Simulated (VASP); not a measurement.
A run of VASP 6.6.1 is set up as follows.

File INCAR:

```
ALGO     = Normal         # electronic algorithm
EDIFF    = 1E-6           # SCF threshold, eV
EDIFFG   = -0.001         # ionic threshold
ENCUT    = 600            # plane-wave cutoff, eV
GGA      = PE             # functional
IBRION   = 2              # ionic algorithm
ISIF     = 3              # what is computed and relaxed
ISMEAR   = -1             # smearing method
IVDW     = 12             # dispersion correction
LASPH    = True           # aspherical terms in the spheres
LCHARG   = False          # write CHGCAR
LREAL    = False          # projectors in reciprocal space
LWAVE    = False          # write WAVECAR
NELM     = 100            # most SCF steps
NSW      = 80             # ionic steps
PREC     = Accurate       # precision mode
SIGMA    = 0.15           # smearing width, eV
```

KPOINTS

```
k-points
0
Gamma
  21 21 12
```

POSCAR

```
Be
1.0
    2.2142215395      0.0000000000      0.0000000000
   -1.1071107698      1.9175721028      0.0000000000
    0.0000000000      0.0000000000      3.5000027207
Be
2
Direct
    0.3333333333      0.6666666667      0.2500000000
    0.6666666667      0.3333333333      0.7500000000
```

Potentials or basis: VASP PAW PBE potentials, release 64 (Be).

The run is started by

```bash
$ cat potpaw_PBE.64/Be/POTCAR > POTCAR
$ mpirun -np 1 vasp_std > vasp.out
```

Question: Estimate the dispersion energy per atom.

Answer: -0.378 eV.

Question: What does it give for the relaxed cell?

Answer: a = 2.216 Å, b = 2.216 Å, c = 3.500 Å, α = 90.00°, β = 90.00°, γ = 120.00°.

Question: Estimate the relaxed volume.

Answer: 7.44 Å³/atom.

Question: Predict the band gap on the k mesh.

Answer: Zero (band 2 reaches 8.54 eV, above the bottom of band 3 at 6.39 eV).

Final structure:
```yaml
crystal:
  lattice:
    - [2.21615, 0.00000, 0.00000]
    - [-1.10808, 1.91925, 0.00000]
    - [0.00000, 0.00000, 3.50048]
  atoms:
    - { symbol: Be, position: [0.33333, 0.66667, 0.25000] }
    - { symbol: Be, position: [0.66667, 0.33333, 0.75000] }
```

Caveat: pairwise dispersion overbinds metals, which lowers pressure and volume.
